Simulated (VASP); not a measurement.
Here is a VASP 6.6.1 calculation.

File INCAR:

```
PREC     = Accurate       # precision mode
ENCUT    = 600            # plane-wave cutoff, eV
EDIFF    = 1E-6           # SCF threshold, eV
ISMEAR   = 0              # smearing method
SIGMA    = 0.1            # smearing width, eV
LREAL    = False          # projectors in reciprocal space
LASPH    = True           # aspherical terms in the spheres
NELM     = 80             # most SCF steps
ALGO     = Normal         # electronic algorithm
ISIF     = 3              # what is computed and relaxed
LWAVE    = False          # write WAVECAR
LCHARG   = False          # write CHGCAR
GGA      = PE             # functional
IBRION   = 2              # ionic algorithm
NSW      = 90             # ionic steps
EDIFFG   = -0.04          # ionic threshold
```

File KPOINTS:

```
Automatic mesh
0
Gamma
  6 6 2
```

Contents of POSCAR:

```
GeCl3
1.0
    3.0167199300      0.0000000000      0.0000000000
    0.0000000000      3.0167199300      0.0000000000
    0.0000000000      0.0000000000     11.6358747600
Ge Cl
1 3
Direct
    0.0000000000      0.0000000000      0.0000000000
    0.0000000000      0.0000000000      0.2312210100
    0.0000000000      0.0000000000      0.5000000000
    0.0000000000      0.0000000000      0.7687789900
```

Potentials or basis: VASP PAW PBE potentials, release 64 (Ge_d, Cl).

Launch:

```sh
$ cat potpaw_PBE.64/Ge_d/POTCAR potpaw_PBE.64/Cl/POTCAR > POTCAR
$ mpirun -np 1 vasp_std > vasp.out
```

Task: What does it give for the relaxed cell?

Result: a = 2.799 Å, b = 2.799 Å, c = 13.125 Å, α = 90.00°, β = 90.00°, γ = 90.00°.

Task: Estimate the space group after relaxing (to 0.1 Å).

Result: P4/mmm (No. 123).

Task: What does it give for the relaxed volume?

Result: 25.71 Å³/atom.

Step by step:
```tsv
step	energy change (eV)	largest force (eV/Å)	pressure (GPa)	volume (Å³)
1	0.0000	0.8666	-4.08	105.89
2	-0.2430	0.5999	-1.45	95.90
3	-0.2814	0.4364	0.36	91.26
4	-0.2816	0.4077	0.68	90.68
5	-0.3074	0.3319	0.69	91.22
6	-0.3680	0.1007	0.82	92.86
7	-0.4052	0.3557	1.48	96.08
8	-0.4242	0.2810	1.06	97.31
9	-0.4575	0.1145	0.12	101.00
10	-0.4597	0.1155	-1.23	108.38
11	-0.4668	0.0159	-0.71	105.15
12	-0.4668	0.0046	-0.69	104.82
13	-0.4721	0.0071	-0.45	104.31
14	-0.4776	0.0321	0.19	102.85
```

Caveat: this functional lacks dispersion, which binds layers or chains, so the pressure and a relaxed spacing across them are unreliable; an odd number of electrons without spin polarisation forces a metal; a magnetic or distorted state may lie lower.
